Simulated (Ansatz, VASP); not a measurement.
# One calculation of SiC, two programs

Contents of INCAR:

```
SYSTEM = SiC
PREC = Accurate ; ENCUT = 600
EDIFF = 1E-6 ; ISMEAR = 0
SIGMA = 0.02 ; LREAL = .False.
LASPH = .True. ; NELM = 120
ALGO = Normal ; ISIF = 2
LWAVE = .False. ; LCHARG = .False.
GGA = PE ; NBANDS = 16
GGA_COMPAT = .False.
```

KPOINTS

```
regular mesh
0
Gamma
  12 12 6
  0 0 0
```

File POSCAR:

```
SiC
1.0
    3.0919054420      0.0000000000      0.0000000000
   -1.5459527210      2.6776686589      0.0000000000
    0.0000000000      0.0000000000      5.0742421230
Si C
2 2
Direct
    0.3333333333      0.6666666667      0.0005820816
    0.6666666667      0.3333333333      0.5005820816
    0.3333333333      0.6666666667      0.3764179184
    0.6666666667      0.3333333333      0.8764179184
```

Input for Ansatz:

```yaml
crystal:
  lattice:
    - [3.091905442, 0.0, 0.0]
    - [-1.545952721, 2.6776686589, 0.0]
    - [0.0, 0.0, 5.074242123]
  atoms:
    - { symbol: Si, position: [0.3333333333, 0.6666666667, 0.0005820816] }
    - { symbol: Si, position: [0.6666666667, 0.3333333333, 0.5005820816] }
    - { symbol: C, position: [0.3333333333, 0.6666666667, 0.3764179184] }
    - { symbol: C, position: [0.6666666667, 0.3333333333, 0.8764179184] }
basis:
  ecutwfc: 420
kpoints:
  mp_grid: { grid: [12, 12, 6] }
  band_path:
    path:
      - [[0.0, 0.0, 0.0], [0.5, 0.0, 0.0], [0.33333333, 0.33333333, 0.0], [0.0, 0.0, 0.0], [0.0, 0.0, 0.5], [0.5, 0.0, 0.5], [0.33333333, 0.33333333, 0.5], [0.0, 0.0, 0.5]]
      - [[0.5, 0.0, 0.5], [0.5, 0.0, 0.0]]
      - [[0.33333333, 0.33333333, 0.5], [0.33333333, 0.33333333, 0.0]]
    npoints: 10
hamiltonian:
  xc: pbe
  pseudopotentials: { kind: paw, azcp: { folder: soft_1 } }
scf:
  occupations: { method: gaussian, width: 0.02 }
  n_extra_bands: 8
output:
  forces: true
  stress: true
  eigenvalues: true
```

Alike in both runs: task single point; functional PBE; k mesh 12 × 12 × 6; occupations gaussian, width 0.02 eV; no spin polarisation.

```csv
,VASP,Ansatz
version,VASP 6.6.1,Ansatz 0.2.0
potentials or method,"VASP PAW PBE potentials, release 64 (Si, C), cutoff 600 eV","scalar-relativistic, plane waves, PAW"
valence electrons in the cell,16,16
```

```tsv
	VASP	Ansatz	Ansatz less VASP
gap on the k mesh at the Fermi level (eV)	2.30	2.31	+0.004
least direct gap on the mesh (eV)	3.94	3.95	+0.005
pressure (GPa)	-0.2	0.0	+0.18
```
